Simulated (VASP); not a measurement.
# MgO (Fm-3m) in VASP: a series of runs

Aim: see how the results for MgO move with the level of theory and the settings. Levels: LDA, r2SCAN. Tasks: relaxation of cell and atoms, single point.

Program: VASP 6.6.1. These are calculated values, not measurements. Logs are shortened: lines on timing, memory, paths and dates and some standing lists are left out, and cuts for length are marked.

**The experiment to reproduce.**

From “Electronic structure of alkaline earth and post-transition metal oxides”, 2009, arxiv:0908.1581, for a bulk crystal of MgO: band gap 7.83 eV.

The runs below are set against these values where they give the same quantity.

## (1) The cell of the first run

The structure is cubic, space group Fm-3m (No. 225). The conventional cell has a = 4.254 Å, b = 4.254 Å, c = 4.254 Å, α = 90.00°, β = 90.00°, γ = 90.00°. Mg (site symmetry m-3m) has 6 O at 2.13 Å within 2.8 Å. O (site symmetry m-3m) has 6 Mg at 2.13 Å within 2.8 Å.

## (2) Relaxation of cell and atoms, LDA

INCAR

```
  PREC = Accurate
  ENCUT = 840
  EDIFF = 1E-7
  ISMEAR = -1
  SIGMA = 0.02
  LREAL = F
  LASPH = T
  NELM = 120
  ALGO = Normal
  ISIF = 3
  LWAVE = F
  LCHARG = F
  GGA = CA
  IBRION = 2
  NSW = 80
  EDIFFG = -0.005
  GGA_COMPAT = F
  NELMIN = 4
```

KPOINTS

```
regular mesh
0
Gamma
  10 10 10
```

POSCAR

```
MgO
1.0
    0.0000000000      2.1268522615      2.1268522615
    2.1268522615      0.0000000000      2.1268522615
    2.1268522615      2.1268522615      0.0000000000
Mg O
1 1
Direct
    0.0000000000      0.0000000000      0.0000000000
    0.5000000000      0.5000000000      0.5000000000
```

Potentials or basis: VASP PAW LDA potentials, release 64 (Mg_sv, O).

On the command line:

```sh
$ cat potpaw_LDA.64/Mg_sv/POTCAR potpaw_LDA.64/O/POTCAR > POTCAR
$ mpirun -np 1 vasp_std > vasp.out
```

OUTCAR:

```text
PREC = Accurate
   ENCUT = 840
   EDIFF = 1E-7
   ISMEAR = -1
   LREAL = F
   LASPH = T
   NELM = 120
   ISIF = 3
   GGA = CA
   IBRION = 2
   NSW = 80
   EDIFFG = -0.005
   NELMIN = 4

 ion  position               nearest neighbor table
   1  0.000  0.000  0.000-   2 2.13   2 2.13   2 2.13   2 2.13   2 2.13   2 2.13
   2  0.500  0.500  0.500-   1 2.13   1 2.13   1 2.13   1 2.13   1 2.13   1 2.13

  LATTYP: Found a face centered cubic cell.
 ALAT       =     4.2537045230

  Lattice vectors:

 A1 = (   0.0000000000,   2.1268522615,   2.1268522615)
 A2 = (   2.1268522615,   0.0000000000,   2.1268522615)
 A3 = (   2.1268522615,   2.1268522615,   0.0000000000)

Analysis of symmetry for initial positions (statically):
=====================================================================
 Subroutine PRICEL returns:
 Original cell was already a primitive cell.

 Routine SETGRP: Setting up the symmetry group for a
 face centered cubic supercell.

 Subroutine GETGRP returns: Found 48 space group operations
 (whereof 48 operations were pure point group operations)
 out of a pool of 48 trial point group operations.

The static configuration has the point symmetry O_h .

Analysis of symmetry for dynamics (positions and initial velocities):
=====================================================================
 Subroutine PRICEL returns:
 Original cell was already a primitive cell.

 Routine SETGRP: Setting up the symmetry group for a
 face centered cubic supercell.

 Subroutine GETGRP returns: Found 48 space group operations
 (whereof 48 operations were pure point group operations)
 out of a pool of 48 trial point group operations.

The dynamic configuration has the point symmetry O_h .

 Subroutine INISYM returns: Found 48 space group operations
 (whereof 48 operations are pure point group operations),
 and found     1 'primitive' translations

----------------------------------------------------------------------------------------

                                     Primitive cell

  volume of cell :      19.2416

  direct lattice vectors                    reciprocal lattice vectors
     0.000000000  2.126852261  2.126852261    -0.235089202  0.235089202  0.235089202
     2.126852261  0.000000000  2.126852261     0.235089202 -0.235089202  0.235089202
     2.126852261  2.126852261  0.000000000     0.235089202  0.235089202 -0.235089202

[... 95 lines left out ...]
   NUPDOWN=      -1.0000    fix difference up-down
   EMIN   =  10.00;   EMAX   =-10.00  energy-range for DOS
   EFERMI =   0.00;   METHOD = LEGACY
   ISMEAR =    -1;   SIGMA  =   0.02  broadening in eV -4-tet -1-fermi 0-gaus
   EFERMI_NEDOS =   21; number of points for ismear=-14 and -15
   IALGO  =     38    algorithm
   IMIX   =      4    mixing-type and parameters
     AMIX     =   0.40;   BMIX     =  1.00
     AMIX_MAG =   1.60;   BMIX_MAG =  1.00
  volume/ion in A,a.u.               =       9.62        64.92
  Fermi-wavevector in a.u.,A,eV,Ry     =   1.539457  2.909152 32.244817  2.369927
  Thomas-Fermi vector in A             =   2.645682
   LORBIT       =      0    0 simple, 1 ext, 2 COOP (PROOUT), +10 PAW based schemes
   GGA     = CA    functional components
   LHFCALC =     F    Hartree Fock is set to
   AEXX    =    0.0000 exact exchange contribution
   IVDW    =     0    specifies the selected vdW correction
   LEPSILON=     F    determine dielectric tensor
   LRPA    =     F    only Hartree local field effects (RPA)
 conjugate gradient relaxation of ions
 non-spin polarized calculation
  energy-cutoff  :      840.00
  volume of cell :       19.24
 maximum number of plane-waves:      1090
   NGX = 15   NGY = 15   NGZ = 15

--------------------------------------- Ionic step        1  -------------------------------------------

 number of electron      15.9999997 magnetization

 Free energy of the ion-electron system (eV)
  ---------------------------------------------------
  ext. energy  EPLUGINS =         0.00000000
  ---------------------------------------------------
  free energy    TOTEN  =       -13.19966515 eV

  energy without entropy =      -13.19966515  energy(sigma->0) =      -13.19966515

------------------------ aborting loop because EDIFF is reached ----------------------------------------

  FORCE on cell =-STRESS in cart. coord.  units (eV):
  Direction    XX          YY          ZZ          XY          YZ          ZX
  --------------------------------------------------------------------------------------
  -------------------------------------------------------------------------------------
  Total       -1.1588165     -1.1588165     -1.1588165      0.0000000      0.0000000      0.0000000
  in kB      -96.4902157    -96.4902157    -96.4902157      0.0000000      0.0000000      0.0000000
  external PRESSURE =     -96.4902157 kB  Pullay stress =       0.0000000 kB
[... 59 lines left out ...]
--------------------------------------- Ionic step        3  -------------------------------------------

 number of electron      15.9999995 magnetization

 Free energy of the ion-electron system (eV)
  ---------------------------------------------------
  ext. energy  EPLUGINS =         0.00000000
  ---------------------------------------------------
  free energy    TOTEN  =       -13.23670723 eV

  energy without entropy =      -13.23670723  energy(sigma->0) =      -13.23670723

 E-fermi :   3.3358     XC(G=0): -12.1055

 val. band max:        2.8240140909   @ k =   0.0000   0.0000   0.0000
 cond. band min:       7.8207405844   @ k =   0.0000   0.0000   0.0000
 fundamental gap:      4.9967264935
 Fermi energy:         3.3357512146

 k-point     1 :       0.0000    0.0000    0.0000
  band No.  band energies     occupation
      1     -68.4052      2.00000
      2     -35.8611      2.00000
      3     -35.8611      2.00000
      4     -35.8611      2.00000
      5     -14.3360      2.00000
      6       2.8240      2.00000
      7       2.8240      2.00000
      8       2.8240      2.00000
      9       7.8207      0.00000
     10      18.5344      0.00000
     11      18.5344      0.00000
     12      18.5344      0.00000
[... 331 lines left out ...]
 k-point    24 :       0.4000    0.3000    0.0000
  band No.  band energies     occupation
      1     -68.3931      2.00000
      2     -35.9343      2.00000
      3     -35.8903      2.00000
      4     -35.8873      2.00000
      5     -12.9542      2.00000
      6      -0.8973      2.00000
      7       1.4527      2.00000
      8       1.6849      2.00000
      9      12.5065      0.00000
     10      12.9409      0.00000
     11      16.5154      0.00000
     12      21.1277      0.00000

 [... further k-points ...]
[... 5 lines left out ...]
  --------------------------------------------------------------------------------------
  -------------------------------------------------------------------------------------
  Total        0.0033000      0.0033000      0.0033000      0.0000000      0.0000000     -0.0000000
  in kB        0.2925421      0.2925421      0.2925421      0.0000000      0.0000000     -0.0000000
  external PRESSURE =       0.2925421 kB  Pullay stress =       0.0000000 kB
[... 17 lines left out ...]
  FREE ENERGIE OF THE ION-ELECTRON SYSTEM (eV)
  ---------------------------------------------------
  free  energy   TOTEN  =       -13.2367072258 eV

  energy  without entropy=      -13.2367072258  energy(sigma->0) =      -13.23670723

 reached required accuracy - stopping structural energy minimisation
```

OSZICAR:

```text
N       E                     dE             d eps       ncg     rms          rms(c)
DAV:   1     0.155684559597E+03    0.15568E+03   -0.14189E+04  1128   0.222E+03
DAV:   2    -0.796160771784E+01   -0.16365E+03   -0.15468E+03  1244   0.480E+02
DAV:   3    -0.146771401976E+02   -0.67155E+01   -0.66554E+01  1504   0.970E+01
[... 26 lines left out ...]
DAV:   4    -0.132364663733E+02    0.19368E-03   -0.23643E-03  1528   0.478E-01    0.473E-02
DAV:   5    -0.132366794531E+02   -0.21308E-03   -0.61895E-04  1492   0.331E-01    0.298E-02
DAV:   6    -0.132367149109E+02   -0.35458E-04   -0.58766E-05  1556   0.990E-02    0.705E-03
DAV:   7    -0.132367072369E+02    0.76740E-05   -0.12131E-05  1344   0.673E-02    0.171E-03
DAV:   8    -0.132367072258E+02    0.11039E-07   -0.20122E-07  1152   0.655E-03
   3 F= -.13236707E+02 E0= -.13236707E+02  d E =-.370421E-01
```

It took 25 s on 1 thread of AMD EPYC 9R45 (Zen 5), shared host; peak memory 0.12 GiB.

What came out:

```
Free energy                           : -13.2367 eV
Relaxed volume                        : 9.04 Å³/atom
Relaxed cell                          : a = 2.946 Å, b = 2.946 Å, c = 2.946 Å, α = 60.00°, β = 60.00°, γ = 60.00°
Space group after relaxing (to 0.1 Å) : Fm-3m (No. 225)
Energy gained by relaxing             : 18.5 meV/atom
Ionic steps                           : 3
Pressure after relaxing               : 0.0 GPa
Band gap on the k mesh                : 5.00 eV
```

The path:
```
step  energy change (eV)  largest force (eV/Å)  pressure (GPa)  volume (Å³)
   1              0.0000                0.0000           -9.65        19.24
   2             -0.0320                0.0000            4.11        17.67
   3             -0.0370                0.0000            0.03        18.07
```

Final structure:
```cif
data_structure
_symmetry_space_group_name_H-M 'P 1'
_symmetry_Int_Tables_number 1
_cell_length_a 2.9457
_cell_length_b 2.9457
_cell_length_c 2.9457
_cell_angle_alpha 60.000
_cell_angle_beta 60.000
_cell_angle_gamma 60.000
_cell_volume 18.07
loop_
_atom_site_label
_atom_site_type_symbol
_atom_site_fract_x
_atom_site_fract_y
_atom_site_fract_z
_atom_site_occupancy
Mg1 Mg 0.00000 0.00000 0.00000 1
O1 O 0.50000 0.50000 0.50000 1
```

Levels at points of the mesh, in eV from the valence-band top:
| k point | band 5 | band 6 | band 7 | band 8 | band 9 | band 10 | band 11 | band 12 |
| --- | --- | --- | --- | --- | --- | --- | --- | --- |
| (0.00, 0.00, 0.00) | -17.16 | 0.00 | 0.00 | 0.00 | 5.00 | 15.71 | 15.71 | 15.71 |
| (0.50, 0.00, 0.00) | -15.69 | -4.84 | -0.71 | -0.71 | 7.95 | 12.78 | 16.35 | 16.35 |
| (0.50, 0.50, 0.00) | -15.45 | -4.26 | -1.41 | -1.41 | 8.93 | 10.09 | 13.25 | 19.15 |

[end of part 1 of 2]
